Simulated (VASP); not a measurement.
**SrNb: single point with PBE**

The system is SrNb.

```
Sr Nb
1.0
     0.00000    3.13979    3.13979
     3.13979    0.00000    3.13979
     3.13979    3.13979    0.00000
Sr Nb
1 1
Cartesian
  3.1398 3.1398 3.1398
  0.0000 0.0000 0.0000
```

```json
{
 "Program": "VASP 6.6.1",
 "Task": "single point",
 "Functional": "PBE",
 "Potentials or basis": "VASP PAW PBE potentials, release 64 (Sr_sv, Nb_sv)",
 "Cutoff": "500 eV",
 "k mesh": "6 × 6 × 6",
 "Occupations": "gaussian, width 0.2 eV",
 "Spin": "no spin polarisation",
 "Dipole correction": "no",
 "Further INCAR settings": "ALGO = Normal; EDIFF = 1e-06; NBANDS = 18"
}
```

| Property | Result |
| --- | --- |
| Pressure | 0.5 GPa |

Levels at points of the mesh, in eV from the Fermi level:
```tsv
k point	band 8	band 9	band 10	band 11	band 12	band 13	band 14	band 15
(0.00, 0.00, 0.00)	-16.56	-3.99	-0.81	-0.81	-0.78	-0.78	-0.78	6.03
(0.50, 0.00, 0.00)	-16.62	-1.32	-0.87	0.18	0.18	0.89	0.89	1.60
(0.50, 0.50, 0.00)	-16.61	-1.87	-1.36	-0.24	0.11	0.90	1.06	1.06
```

Wall time 26 s on 1 thread of Intel Xeon 8259CL, with other jobs on the host, peak memory 0.18 GiB.
